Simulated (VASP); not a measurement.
# WS2: single point with PBE

WS2:

```
W S
1.0
     3.42877    0.00000    0.00000
     0.00000    3.42877    0.00000
     0.00000    0.00000   10.82853
W S
1 2
Direct
  0.50000 0.50000 0.50000
  0.50000 0.50000 0.91552
  0.50000 0.50000 0.08448
```

This cell differs from its parent crystal: volume scaled by 1.02.

```json
{"Program": "VASP 6.6.1", "Task": "single point", "Functional": "PBE", "Potentials or basis": "VASP PAW PBE potentials, release 64 (W_sv, S)", "Cutoff": "520 eV", "k mesh": "8 × 8 × 3", "Occupations": "fermi-dirac, width 0.05 eV", "Spin": "no spin polarisation", "Dipole correction": "no", "Further INCAR settings": "ALGO = Normal; EDIFF = 1e-06; NBANDS = 20"}
```

```
Pressure               : -6.4 GPa
Largest force          : 2.282 eV/Å
Band gap on the k mesh : zero (band 13 reaches 1.20 eV, above the bottom of band 14 at -0.01 eV)
```

Forces on the atoms (eV/Å):
```
W    0.000  0.000  0.000
S    0.000  0.000 -2.282
S    0.000  0.000  2.282
```

Stress tensor (GPa, compression positive):
```
-12.02   0.00   0.00
  0.00 -12.02   0.00
  0.00   0.00   4.92
```

Levels at points of the mesh, in eV from the Fermi level:
```tsv
k point	band 11	band 12	band 13	band 14	band 15	band 16
(0.00, 0.00, 0.00)	-1.24	-0.29	0.93	0.93	1.19	1.19
(0.50, 0.00, 0.00)	-1.39	-0.65	0.07	0.64	1.07	1.16
(0.50, 0.50, 0.00)	-0.82	-0.82	-0.26	-0.26	0.39	2.42
```

Wall time 2.4 min on 1 thread of Intel Xeon 8259CL (shared host), peak memory 0.27 GiB.

Caveat: spin-orbit coupling is left out, which moves the levels of the heavy elements; forces of over 1 eV/Å act on the atoms, so gaps and moduli don't describe the material at rest.
